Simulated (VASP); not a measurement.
Wanted: the native input for a VASP 6.6.1 run.

| Property | Result |
| --- | --- |
| Task | single point |
| Functional | r2SCAN |
| Potentials or basis | VASP PAW PBE potentials, release 64 (Hg, Te) |
| Cutoff | 520 eV |
| k mesh | 10 × 10 × 10 |
| Occupations | gaussian, width 0.05 eV |
| Spin | no spin polarisation |
| Dipole correction | no |
| Further INCAR settings | ALGO = Normal; EDIFF = 1e-07; NBANDS = 16 |

The system is HgTe.

```xyz
2
Lattice="0.0000 3.2861 3.2861 3.2861 0.0000 3.2861 3.2861 3.2861 0.0000" Properties=species:S:1:pos:R:3 pbc="T T T"
Hg    0.0000    0.0000    0.0000
Te    1.6430    1.6430    1.6430
```

The input as run:

POSCAR

```
HgTe
1.0
    0.0000000000      3.2860752822      3.2860752822
    3.2860752822      0.0000000000      3.2860752822
    3.2860752822      3.2860752822      0.0000000000
Hg Te
1 1
Direct
    0.0000000000      0.0000000000      0.0000000000
    0.2500000000      0.2500000000      0.2500000000
```

INCAR.step1

```
PREC = Accurate
ENCUT = 520
ISMEAR = 0
SIGMA = 0.05
LREAL = False
LASPH = True
NELM = 60
NBANDS = 16
GGA = PE
ALGO = Normal
EDIFF = 1E-4
LWAVE = True
LCHARG = False
```

INCAR.step2

```
PREC = Accurate
ENCUT = 520
EDIFF = 1E-7
ISMEAR = 0
SIGMA = 0.05
LREAL = False
LASPH = True
NELM = 60
ALGO = Normal
ISIF = 2
LWAVE = False
LCHARG = False
METAGGA = R2SCAN
LMIXTAU = True
NBANDS = 16
ISTART = 1
```

KPOINTS

```
regular mesh
0
Gamma
  10 10 10
```

Potentials or basis: VASP PAW PBE potentials, release 64 (Hg, Te).

Launch:

```bash
$ cat potpaw_PBE.64/Hg/POTCAR potpaw_PBE.64/Te/POTCAR > POTCAR
$ cp INCAR.step1 INCAR
$ mpirun -np 1 vasp_std > vasp.out
$ cp INCAR.step2 INCAR
$ mpirun -np 1 vasp_std > vasp.out
```

It gave:

The pressure is 0.1 GPa and the band gap on the k mesh is zero (filled and empty bands touch).

Caveat: semilocal functionals underestimate gaps, so a narrow gap can read as zero; the PAW data sets were made with another functional, which shifts forces and pressure a little; spin-orbit coupling is left out, which moves the levels of the heavy elements.

Run time: 76 s on 1 thread of Intel(R) Xeon(R) 6975P-C (Granite Rapids), on a shared host, peak memory 0.25 GiB.
